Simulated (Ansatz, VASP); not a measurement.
SrAl2O2 in VASP and in Ansatz

```
Sr Al O
1.0
     3.48848    0.00000    0.00000
    -1.74424    3.02111    0.00000
     0.00000    0.00000    8.02768
Sr Al O
1 2 2
Direct
  0.00000 0.00000 0.50000
  0.33333 0.66667 0.85451
  0.66667 0.33333 0.14549
  0.33333 0.66667 0.09651
  0.66667 0.33333 0.90349
```

Alike in both runs: functional PBE; k mesh 12 × 12 × 6; occupations gaussian, width 0.1 eV; no spin polarisation.

Ansatz relaxed the structure, and its values are those at the end. VASP's run is a single point on that final structure, the one shown.

|  | VASP | Ansatz |
| --- | --- | --- |
| version | VASP 6.6.1 | Ansatz 0.2.0 |
| potentials or method | VASP PAW PBE potentials, release 64 (Sr_sv, Al, O), cutoff 520 eV | scalar-relativistic, plane waves, PAW |
| valence electrons in the cell | 28 | 28 |

Ansatz gave:

```
gap on the k mesh at the Fermi level (eV) : none
pressure (GPa)                            : 0.0
rms of the force components (eV/Å)        : 0.000
```

Q: Which values does VASP return?

A: gap on the k mesh at the Fermi level (eV): none; pressure (GPa): 0.0; rms of the force components (eV/Å): 0.004.

A gap of «none» marks a metal or a gap that the smearing closes. With one functional, cell and mesh, what is left measures potentials, basis and numerics.
